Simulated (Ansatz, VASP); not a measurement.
**One calculation of Hf3C, two programs**

```
Hf C
1.0
     4.08610    0.00000    0.00000
     0.00000    4.08610    0.00000
     0.00000    0.00000    4.08610
Hf C
3 1
Direct
  0.00000 0.50000 0.50000
  0.50000 0.00000 0.50000
  0.50000 0.50000 0.00000
  0.00000 0.00000 0.00000
```

Alike in both runs: task relaxation of cell and atoms; functional PBE; k mesh 12 × 12 × 12; occupations gaussian, width 0.1 eV; no spin polarisation.

|  | VASP | Ansatz |
| --- | --- | --- |
| version | VASP 6.6.1 | Ansatz 0.2.0 |
| potentials or method | VASP PAW PBE potentials, release 64 (Hf_pv, C), cutoff 600 eV | scalar-relativistic, plane waves, PAW |
| valence electrons in the cell | 34 | 82 |

|  | VASP | Ansatz | Ansatz less VASP |
| --- | --- | --- | --- |
| gap on the k mesh at the Fermi level, each at its own relaxed structure (eV) | none | none | - |
| relaxed volume (Å³/atom) | 16.97 | 17.08 | +0.106 |
| relaxed length of the cell vector where the two differ most in proportion (Å) | 4.079 | 4.088 | +0.0085 |

A gap of «none» marks a metal or a gap that the smearing closes. VASP's potentials hold 34 valence electrons a cell and Ansatz's 82, so a difference there can come from the potentials and not from the codes.

Spin-orbit coupling is off throughout.
